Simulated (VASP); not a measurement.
Here is a VASP 6.6.1 calculation.

Contents of INCAR:

```
PREC = Accurate
ENCUT = 520
EDIFF = 1E-6
ISMEAR = 0
SIGMA = 0.01
LREAL = False
LASPH = True
NELM = 150
ALGO = Normal
ISIF = 2
LWAVE = False
LCHARG = True
MAGMOM = 0 0 0 0 0 0
LORBIT = 11
LSORBIT = True
GGA_COMPAT = False
LORBMOM = True
GGA = PS
LVHAR = True
NBANDS = 30
```

The input KPOINTS:

```
Automatic mesh
0
Gamma
  6 6 6
```

POSCAR

```
CdTe
1.0
    3.2447046410      3.2447046410      0.0000000000
   -3.2447046410      3.2447046410      0.0000000000
    0.0000000000      3.2447046410      3.2447046410
Cd Te
1 1
Direct
    0.0000000000      0.0000000000      0.0000000000
    0.7500000000      0.2500000000      0.5000000000
```

Potentials or basis: VASP PAW PBE potentials, release 64 (Cd, Te).

Run with:

```console
$ cat potpaw_PBE.64/Cd/POTCAR potpaw_PBE.64/Te/POTCAR > POTCAR
$ mpirun -np 1 vasp_ncl > vasp.out
```

(1) Predict the pressure.

(2) Predict the net moment.

Answers

(1) 0.2 GPa.

(2) 0.00 μB per cell.

Caveat: the PAW data sets were made with another functional, which shifts forces and pressure a little.
